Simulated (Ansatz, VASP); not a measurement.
**One calculation of Mn3Cr, two programs**

```
CELL_PARAMETERS angstrom
0.00000 2.84903 2.84903
2.84903 0.00000 2.84903
2.84903 2.84903 0.00000
ATOMIC_POSITIONS crystal
Mn 0.25000 0.25000 0.25000
Mn 0.75000 0.75000 0.75000
Mn 0.50000 0.50000 0.50000
Cr 0.00000 0.00000 0.00000
```

Alike in both runs: task single point; functional r2SCAN; k mesh 12 × 12 × 12; occupations gaussian, width 0.1 eV; no spin polarisation.

|  | VASP | Ansatz |
| --- | --- | --- |
| version | VASP 6.6.1 | Ansatz 0.2.0 |
| potentials or method | VASP PAW PBE potentials, release 64 (Mn_pv, Cr_pv), cutoff 520 eV | scalar-relativistic, plane waves, PAW |
| valence electrons in the cell | 51 | 59 |

Ansatz gave:

```
gap on the k mesh at the Fermi level (eV) : none
pressure (GPa)                            : -19.5
```

Q: What did VASP give for the same quantities?

A: gap on the k mesh at the Fermi level (eV): none; pressure (GPa): -19.1.

VASP's potentials were made for PBE, not for r2SCAN. A gap of «none» marks a metal or a gap that the smearing closes. The functional is the same, so the differences come from potentials, cutoffs and numerics. VASP's potentials hold 51 valence electrons a cell and Ansatz's 59, so a difference there can come from the potentials and not from the codes.
